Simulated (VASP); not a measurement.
The system is KCl (Sylvite).

```
CELL_PARAMETERS angstrom
0.00000 3.10394 3.10394
3.10394 0.00000 3.10394
3.10394 3.10394 0.00000
ATOMIC_POSITIONS crystal
K 0.00000 0.00000 0.00000
Cl 0.50000 0.50000 0.50000
```

This cell differs from its parent crystal: volume scaled by 0.96.

Base run:

```yaml
Program: VASP 6.6.1
Functional: PBEsol
Potentials_or_basis: VASP PAW PBE potentials, release 64 (K_sv, Cl)
Cutoff: 520 eV
k_mesh: 7 × 7 × 7
Occupations: fermi-dirac, width 0.05 eV
Spin: no spin polarisation
```

Its results: band gap on the k mesh 5.15 eV, direct; pressure 0.4 GPa.

Task: After a change of settings the same cell gave: band gap on the k mesh 5.33 eV, direct; pressure 1.7 GPa. Which change was it?
A. functional from PBEsol to PBE
B. functional from PBEsol to LDA; potentials or basis from VASP PAW PBE potentials, release 64 (K_sv, Cl) to VASP PAW LDA potentials, release 64 (K_sv, Cl)
C. functional from PBEsol to r2SCAN; further incar settings from ALGO = Normal; EDIFF = 1e-06; NBANDS = 15 to ALGO = Normal; EDIFF = 1e-07; NBANDS = 15

Result: A.

PBE binds less tightly than PBEsol, so the same cell stands under more pressure.

Caveats: the PAW data sets were made with another functional, which shifts forces and pressure a little (some runs).
